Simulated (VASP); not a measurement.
Input of a VASP 6.6.1 run:

File INCAR:

```
SYSTEM = KI
PREC = Accurate ; ENCUT = 520
EDIFF = 1E-6 ; ISMEAR = 0
SIGMA = 0.05 ; LREAL = .FALSE.
LASPH = .TRUE. ; NELM = 80
ALGO = Normal ; ISIF = 2
LWAVE = .FALSE. ; LCHARG = .FALSE.
GGA = PE ; NBANDS = 15
```

File KPOINTS:

```
Automatic mesh
0
G
  6 6 6
  0 0 0
```

The input POSCAR:

```
KI
1.0
    0.0000000000      3.5597955000      3.5245500000
    3.5245500000      0.0000000000      3.5245500000
    3.5245500000      3.5597955000      0.0000000000
K I
1 1
Direct
    0.0000000000      0.0000000000      0.0000000000
    0.5000000000      0.5000000000      0.5000000000
```

Potentials or basis: VASP PAW PBE potentials, release 64 (K_sv, I).

Command:

```sh
$ cat potpaw_PBE.64/K_sv/POTCAR potpaw_PBE.64/I/POTCAR > POTCAR
$ mpirun -np 1 vasp_std > vasp.out
```

Estimate the band gap on the k mesh.

3.95 eV.

What does it give for the pressure?

0.6 GPa.

Stress tensor (GPa, compression positive):
```
0.67 0.00 0.00
0.00 0.41 0.00
0.00 0.00 0.67
```

Caveat: the cell differs from its parent crystal (strain +0.0100 x Voigt [0, 1, 0, 0, 0, 0]); spin-orbit coupling is left out, which moves the levels of the heavy elements.
